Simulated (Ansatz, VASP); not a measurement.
One calculation of Ru, two programs

```
Ru
1.0
     0.00000    2.64189    2.64189
     2.64189    0.00000    2.64189
     2.64189    2.64189    0.00000
Ru
2
Cartesian
  0.6605 0.6605 0.6605
  4.6233 4.6233 4.6233
```

Alike in both runs: task single point; functional LDA; k mesh 11 × 11 × 11; occupations fermi-dirac, width 0.1 eV; no spin polarisation.

```csv
,VASP,Ansatz
version,VASP 6.6.1,Ansatz 0.2.0
potentials or method,"VASP PAW LDA potentials, release 64 (Ru_pv), cutoff 520 eV","plane waves (420 eV) with PAW, scalar-relativistic"
valence electrons in the cell,28,32
```

Ansatz gave:

* pressure (GPa): 8.7

**Question.** Which values does VASP return?

**Answer.** Pressure (GPa): 9.7.

Ansatz warns that its potentials were made for another functional, while VASP's fit it. LDA's correlation is that of Perdew and Zunger in VASP and of Perdew and Wang (1992) in Ansatz. VASP's potentials hold 28 valence electrons a cell and Ansatz's 32, so a difference there can come from the potentials and not from the codes.
